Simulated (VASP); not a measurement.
The system is Ag.

```xyz
1
Lattice="0.0000 2.0427 2.0427 2.0427 0.0000 2.0427 2.0427 2.0427 0.0000" Properties=species:S:1:pos:R:3 pbc="T T T"
Ag    0.0000    0.0000    0.0000
```

Base run:

```yaml
Program: VASP 6.6.1
Functional: PBE
Potentials_or_basis: VASP PAW PBE potentials, release 64 (Ag)
Cutoff: 520 eV
k_mesh: 11 × 11 × 11
Occupations: gaussian, width 0.02 eV
Spin: no spin polarisation
```

Its results: pressure 4.1 GPa.

**Question.** The run is repeated on the same cell with these changes: functional from PBE to PBEsol; occupations from gaussian, width 0.02 eV to fermi-dirac, width 0.05 eV. What comes out?

**Answer.** Pressure -3.1 GPa.

Caveats: the PAW data sets were made with another functional, which shifts forces and pressure a little (some runs).
